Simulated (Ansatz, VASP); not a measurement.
**One calculation of W, two programs**

```
W
1.0
     0.00000    1.99913    1.79921
     1.99913    0.00000    1.79921
     1.99913    1.99913    0.00000
W
1
Direct
  0.00000 0.00000 0.00000
```

Change from the starting cell: engineering shear strain xz +0.0000, normal strain along z -0.1000.

Alike in both runs: task single point; functional PBEsol; k mesh 20 × 20 × 20; occupations gaussian, width 0.15 eV; no spin polarisation.

```csv
,VASP,Ansatz
version,VASP 6.6.1,Ansatz 0.2.0
potentials or method,"VASP PAW PBE potentials, release 64 (W_sv), cutoff 500 eV","scalar-relativistic, plane waves, PAW"
valence electrons in the cell,14,14
```

VASP gave:

| Item | Value |
| --- | --- |
| gap on the k mesh at the Fermi level (eV) | none |
| pressure (GPa) | 40.3 |
| traceless stress, the component that is largest in VASP (GPa) | -21.54 |

Q: Which values does Ansatz return?

A: gap on the k mesh at the Fermi level (eV): none; pressure (GPa): 39.2; traceless stress, the component that is largest in VASP (GPa): -21.37.

VASP's potentials were made for PBE, not for PBEsol, and Ansatz warns of the same on its side. A gap of «none» marks a metal or a gap that the smearing closes. Both programs put the cell under a high pressure, so it lies far from rest at this level.

Spin-orbit coupling is off throughout.
